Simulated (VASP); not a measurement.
Wanted: the native input for a VASP 6.6.1 run.

```yaml
Task: single point
Functional: PBE
Potentials_or_basis: VASP PAW PBE potentials, release 64 (Li_sv, Y_sv, Rh_pv)
Cutoff: 520 eV
k_mesh: 6 × 6 × 4
Occupations: gaussian, width 0.1 eV
Spin: no spin polarisation
Dipole_correction: no
Further_INCAR_settings: ALGO = Normal; EDIFF = 1e-06; NBANDS = 32
```

The structure of Li3Y2Rh lies in POSCAR:

```
Li3Y2Rh
1.0
    5.2649018643      0.0000000000      0.0000000000
   -2.6324509322      4.5595387630      0.0000000000
    0.0000000000      0.0000000000      5.8568810310
Li Y Rh
3 2 1
Direct
    0.5000000000      0.0000000000      0.5000000000
    0.5000000000      0.5000000000      0.5000000000
    0.0000000000      0.5000000000      0.5000000000
    0.3333333333      0.6666666667      0.0000000000
    0.6666666667      0.3333333333      0.0000000000
    0.0000000000      0.0000000000      0.0000000000
```

The input as run:

INCAR

```
ALGO = Normal ; EDIFF = 1E-6
ENCUT = 520 ; GGA = PE
ISIF = 2 ; ISMEAR = 0
LASPH = True ; LCHARG = False
LREAL = False ; LWAVE = False
NBANDS = 32 ; NELM = 80
PREC = Accurate ; SIGMA = 0.1
```

KPOINTS

```
k-points
0
Gamma
  6 6 4
```

Potentials or basis: VASP PAW PBE potentials, release 64 (Li_sv, Y_sv, Rh_pv).

Launch:

```bash
$ cat potpaw_PBE.64/Li_sv/POTCAR potpaw_PBE.64/Y_sv/POTCAR potpaw_PBE.64/Rh_pv/POTCAR > POTCAR
$ mpirun -np 1 vasp_std > vasp.out
```

Results of the run:

```
Band gap on the k mesh : zero (bands 23 and 24 overlap by 0.42 eV)
```

Wall time 2.2 min on 1 thread of Intel Xeon 8259CL (shared host), peak memory 0.32 GiB.
